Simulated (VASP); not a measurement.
Crystal: K.

```
CELL_PARAMETERS angstrom
-2.61250 2.61250 2.61250
2.61250 -2.61250 2.61250
2.61250 2.61250 -2.61250
ATOMIC_POSITIONS crystal
K 0.00000 0.00000 0.00000
```

```yaml
Program: VASP 6.6.1
Task: relaxation of volume and atoms at fixed shape
Functional: r2SCAN
Potentials_or_basis: VASP PAW PBE potentials, release 64 (K_sv)
Cutoff: 600 eV
k_mesh: 6 × 6 × 6
Occupations: gaussian, width 0.1 eV
Spin: no spin polarisation
```

At the start: pressure 0.3 GPa; volume 71.32 Å³/atom.

Q: Where does the relaxation end?

A: Over 5 steps the energy falls by 5.0 meV/atom and the volume is 76.91 Å³/atom (+7.8 %); space group Im-3m (No. 229, to 0.1 Å) before and after.

Step by step:
```csv
step,energy change (eV),largest force (eV/Å),pressure (GPa),volume (Å³)
1,0.0000,0.0000,0.30,71.32
2,-0.0023,0.0000,0.21,72.72
3,-0.0042,0.0000,0.12,74.61
4,-0.0047,0.0000,-0.08,78.48
5,-0.0050,0.0000,0.00,76.91
```

Final structure:
```
CELL_PARAMETERS angstrom
-2.67903 2.67903 2.67903
2.67903 -2.67903 2.67903
2.67903 2.67903 -2.67903
ATOMIC_POSITIONS crystal
K 0.00000 0.00000 0.00000
```

Caveat: the PAW data sets were made with another functional, which shifts forces and pressure a little.
